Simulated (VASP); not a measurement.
# Pr in VASP: single point with PBE

Aim: the single point of Pr with PBE.

All numbers are computed with VASP 6.6.1; they aren't measurements. Logs are shortened: lines on timing, memory, paths and dates and some standing lists are left out, and cuts for length are marked.

**1. The cell of the first run**

The cell holds a cluster in a box, 1 atom: a = 8.000 Å, b = 8.000 Å, c = 8.000 Å, α = 90.00°, β = 90.00°, γ = 90.00°.

**2. Single point, PBE**

INCAR reads:

```
SYSTEM = Pr
ALGO     = Normal         ! electronic algorithm
EDIFF    = 1E-6           ! SCF threshold, eV
ENCUT    = 520            ! plane-wave cutoff, eV
GGA      = PE             ! functional
GGA_COMPAT= .FALSE.      
ISIF     = 2              ! what is computed and relaxed
ISMEAR   = -1             ! smearing method
LASPH    = .TRUE.         ! aspherical terms in the spheres
LCHARG   = .TRUE.         ! write CHGCAR
LELF     = .TRUE.         ! ELF
LMAXMIX  = 6              ! l up to which the mixer works
LREAL    = .FALSE.        ! projectors in reciprocal space
LVHAR    = .TRUE.       
LWAVE    = .FALSE.        ! write WAVECAR
NBANDS   = 12             ! bands
NELM     = 200            ! most SCF steps
PREC     = Accurate       ! precision mode
SIGMA    = 0.1            ! smearing width, eV
```

KPOINTS reads:

```
k-points
0
G
  1 1 1
  0 0 0
```

POSCAR reads:

```
Pr
1.0
    8.0000000000      0.0000000000      0.0000000000
    0.0000000000      8.0000000000      0.0000000000
    0.0000000000      0.0000000000      8.0000000000
Pr
1
Direct
    0.5100000000      0.5200000000      0.4900000000
```

Potentials or basis: VASP PAW PBE potentials, release 64 (Pr).

Started as:

```
$ cat potpaw_PBE.64/Pr/POTCAR > POTCAR
$ mpirun -np 1 vasp_gam > vasp.out
```

OUTCAR:

```text
SYSTEM = Pr
   EDIFF = 1E-6
   ENCUT = 520
   GGA = PE
   ISIF = 2
   ISMEAR = -1
   LASPH = .TRUE.
   LREAL = .FALSE.
   NELM = 200
   PREC = Accurate

 ion  position               nearest neighbor table
   1  0.510  0.520  0.490-

  LATTYP: Found a simple cubic cell.
 ALAT       =     8.0000000000

  Lattice vectors:

 A1 = (   8.0000000000,   0.0000000000,   0.0000000000)
 A2 = (   0.0000000000,   8.0000000000,   0.0000000000)
 A3 = (   0.0000000000,   0.0000000000,   8.0000000000)

Analysis of symmetry for initial positions (statically):
=====================================================================
 Subroutine PRICEL returns:
 Original cell was already a primitive cell.

 Routine SETGRP: Setting up the symmetry group for a
 simple cubic supercell.

 Subroutine GETGRP returns: Found 48 space group operations
 (whereof  2 operations were pure point group operations)
 out of a pool of 48 trial point group operations.

The static configuration has the point symmetry C_1h.
 The point group associated with its full space group is O_h .

Analysis of symmetry for dynamics (positions and initial velocities):
=====================================================================
 Subroutine PRICEL returns:
 Original cell was already a primitive cell.

 Routine SETGRP: Setting up the symmetry group for a
 simple cubic supercell.

 Subroutine GETGRP returns: Found 48 space group operations
 (whereof  2 operations were pure point group operations)
 out of a pool of 48 trial point group operations.

The dynamic configuration has the point symmetry C_1h.
 The point group associated with its full space group is O_h .

 Subroutine INISYM returns: Found 48 space group operations
 (whereof  2 operations are pure point group operations),
 and found     1 'primitive' translations

----------------------------------------------------------------------------------------

                                     Primitive cell

  volume of cell :     512.0000

  direct lattice vectors                    reciprocal lattice vectors
     8.000000000  0.000000000  0.000000000     0.125000000  0.000000000  0.000000000
     0.000000000  8.000000000  0.000000000     0.000000000  0.125000000  0.000000000
     0.000000000  0.000000000  8.000000000     0.000000000  0.000000000  0.125000000

  length of vectors
     8.000000000  8.000000000  8.000000000     0.125000000  0.125000000  0.125000000

  position of ions in fractional coordinates (direct lattice)
     0.510000000  0.520000000  0.490000000

  ion indices of the primitive-cell ions
   primitive index   ion index
                 1           1

----------------------------------------------------------------------------------------

 KPOINTS: k-points

Automatic generation of k-mesh.
 Grid dimensions read from file:
 generate k-points for:    1    1    1

 Generating k-lattice:

  Cartesian coordinates                     Fractional coordinates (reciprocal lattice)
     0.125000000  0.000000000  0.000000000     1.000000000  0.000000000  0.000000000
     0.000000000  0.125000000  0.000000000     0.000000000  1.000000000  0.000000000
     0.000000000  0.000000000  0.125000000     0.000000000  0.000000000  1.000000000

  Length of vectors
     0.125000000  0.125000000  0.125000000

  Shift w.r.t. Gamma in fractional coordinates (k-lattice)
     0.000000000  0.000000000  0.000000000

 Subroutine IBZKPT returns following result:
 ===========================================

 Found      1 irreducible k-points:

 Following reciprocal coordinates:
            Coordinates               Weight
  0.000000  0.000000  0.000000      1.000000
   k-points           NKPTS =      1   k-points in BZ     NKDIM =      1   number of bands    NBANDS=     12
   number of dos      NEDOS =    301   number of ions     NIONS =      1
   total plane-waves  NPLWV = 216000
   dimension x,y,z NGX =    60 NGY =   60 NGZ =   60
   dimension x,y,z NGXF=   120 NGYF=  120 NGZF=  120
   ions per type =               1
   NGX,Y,Z   is equivalent  to a cutoff of  12.47, 12.47, 12.47 a.u.
   NGXF,Y,Z  is equivalent  to a cutoff of  24.94, 24.94, 24.94 a.u.
 SYSTEM =  Pr
   PREC   = accura    normal or accurate (medium, high low for compatibility)
   ISTART =      0    job   : 0-new  1-cont  2-samecut
   ICHARG =      2    charge: 1-file 2-atom 10-const
   ISPIN  =      1    spin polarized calculation?
   LNONCOLLINEAR =      F non collinear calculations
   LSORBIT =      F    spin-orbit coupling
   LASPH  =      T    aspherical Exc in radial PAW
   ENCUT  =  520.0 eV  38.22 Ry    6.18 a.u.  14.87 14.87 14.87*2*pi/ulx,y,z
   NELM   =    200;   NELMIN=  2; NELMDL= -5     # of ELM steps
   EDIFF  = 0.1E-05   stopping-criterion for ELM
   LREAL  =      F    real-space projection
   EDIFFG = 0.1E-04   stopping-criterion for IOM
   NSW    =      0    number of steps for IOM
   IBRION =     -1    ionic relax: 0-MD 1-quasi-New 2-CG
   NFREE  =      0    steps in history (QN), initial steepest desc. (CG)
   ISIF   =      2    stress and relaxation
   ISYM   =      2    0-nonsym 1-usesym 2-fastsym
   POTIM  = 0.5000    time-step for ionic-motion
   TEBEG  =    0.0;   TEEND  =   0.0 temperature during run
   PSTRESS=    0.0 pullay stress
   NELECT =      13.0000    total number of electrons
   NUPDOWN=      -1.0000    fix difference up-down
   EMIN   =  10.00;   EMAX   =-10.00  energy-range for DOS
   EFERMI =   0.00;   METHOD = LEGACY
   ISMEAR =    -1;   SIGMA  =   0.10  broadening in eV -4-tet -1-fermi 0-gaus
   EFERMI_NEDOS =   21; number of points for ismear=-14 and -15
   IALGO  =     38    algorithm
   IMIX   =      4    mixing-type and parameters
     AMIX     =   0.40;   BMIX     =  1.00
     AMIX_MAG =   1.60;   BMIX_MAG =  1.00
  volume/ion in A,a.u.               =     512.00      3455.15
  Fermi-wavevector in a.u.,A,eV,Ry     =   0.481171  0.909281  3.150094  0.231525
  Thomas-Fermi vector in A             =   1.479120
   LORBIT       =      0    0 simple, 1 ext, 2 COOP (PROOUT), +10 PAW based schemes
   GGA     = PE    functional components
   LHFCALC =     F    Hartree Fock is set to
   AEXX    =    0.0000 exact exchange contribution
   IVDW    =     0    specifies the selected vdW correction
   LEPSILON=     F    determine dielectric tensor
   LRPA    =     F    only Hartree local field effects (RPA)
 non-spin polarized calculation
  energy-cutoff  :      520.00
  volume of cell :      512.00
 maximum number of plane-waves:      6903
 NGX is ok and might be reduce to    60
   NGX = 29   NGY = 29   NGZ = 29

 number of electron      13.0000000 magnetization

 Free energy of the ion-electron system (eV)
  ---------------------------------------------------
  ext. energy  EPLUGINS =         0.00000000
  ---------------------------------------------------
  free energy    TOTEN  =        -1.31841759 eV

  energy without entropy =       -0.61979920  energy(sigma->0) =       -0.96910840

 E-fermi :  -1.9688     XC(G=0):  -2.5801

 val. band max:       -3.0280699536   @ k =   0.0000   0.0000   0.0000
 cond. band min:      -1.9073848430   @ k =   0.0000   0.0000   0.0000
 fundamental gap:      1.1206851106
 Fermi energy:        -1.9687544735

 k-point     1 :       0.0000    0.0000    0.0000
  band No.  band energies     occupation
      1     -39.3032      2.00000
      2     -21.5976      2.00000
      3     -21.5976      2.00000
      4     -21.5976      2.00000
      5      -3.0281      1.99995
      6      -1.9074      0.70243
      7      -1.8628      0.51468
      8      -1.8628      0.51464
      9      -1.8627      0.51446
     10      -1.7763      0.25479
     11      -1.7760      0.25410
     12      -1.7718      0.24496

------------------------ aborting loop because EDIFF is reached ----------------------------------------

  FORCE on cell =-STRESS in cart. coord.  units (eV):
  Direction    XX          YY          ZZ          XY          YZ          ZX
  --------------------------------------------------------------------------------------
  -------------------------------------------------------------------------------------
  Total       -0.7323535     -0.7323535     -0.7323535     -0.0000000      0.0000000     -0.0000000
  in kB       -2.2917189     -2.2917189     -2.2917189     -0.0000000      0.0000000     -0.0000000
  external PRESSURE =      -2.2917189 kB  Pullay stress =       0.0000000 kB

 VOLUME and BASIS-vectors are now :
 -----------------------------------------------------------------------------
  energy-cutoff  :      520.00
  volume of cell :      512.00
      direct lattice vectors                 reciprocal lattice vectors
     8.000000000  0.000000000  0.000000000     0.125000000  0.000000000  0.000000000
     0.000000000  8.000000000  0.000000000     0.000000000  0.125000000  0.000000000
     0.000000000  0.000000000  8.000000000     0.000000000  0.000000000  0.125000000

 POSITION                                       TOTAL-FORCE (eV/Angst)
 -----------------------------------------------------------------------------------
      4.08000      4.16000      3.92000         0.000000      0.000000      0.000000
 -----------------------------------------------------------------------------------
    total drift:                               -0.000006      0.000004      0.000006

  FREE ENERGIE OF THE ION-ELECTRON SYSTEM (eV)
  ---------------------------------------------------
  free  energy   TOTEN  =        -1.3184175896 eV

  energy  without entropy=       -0.6197992011  energy(sigma->0) =       -0.96910840
```

Run time: 6.8 min. Hardware: 1 thread of Intel Xeon Platinum 8375C at 2.90GHz (Ice Lake), shared host; peak memory 0.45 GiB.

What came out:

- Free energy: -1.3184 eV
- Gap between the frontier levels: zero (an odd number of electrons rules out a gap without spin polarisation)

Caveat: spin-orbit coupling is left out, which moves the levels of the heavy elements; semilocal functionals describe open f shells poorly, which spoils levels, moments and volumes.
